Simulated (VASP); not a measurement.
Here is a VASP 6.6.1 calculation.

The input INCAR:

```
PREC = Accurate ; ENCUT = 520
EDIFF = 1E-6 ; ISMEAR = 0
SIGMA = 0.05 ; LREAL = F
LASPH = T ; NELM = 60
ALGO = Fast ; ISIF = 2
LWAVE = F ; LCHARG = T
GGA = PE ; LELF = T
LVHAR = T ; NBANDS = 21
```

Contents of KPOINTS:

```
regular mesh
0
Gamma
  12 12 12
```

The input POSCAR:

```
Sn
1.0
    0.0000000000      3.3272440539      3.3272440539
    3.3272440539      0.0000000000      3.3272440539
    3.3272440539      3.3272440539      0.0000000000
Sn
2
Direct
    0.0000000000      0.0000000000      0.0000000000
    0.2500000000      0.2500000000      0.2500000000
```

Potentials or basis: VASP PAW PBE potentials, release 64 (Sn_d).

Command:

```bash
$ cat potpaw_PBE.64/Sn_d/POTCAR > POTCAR
$ mpirun -np 1 vasp_std > vasp.out
```

**Question.** What does it give for the pressure?

**Answer.** 0.0 GPa.

**Question.** Predict the band gap on the k mesh.

**Answer.** Zero (band 14 reaches 4.96 eV, above the bottom of band 15 at 4.73 eV).

Caveat: spin-orbit coupling is left out, which moves the levels of the heavy elements.
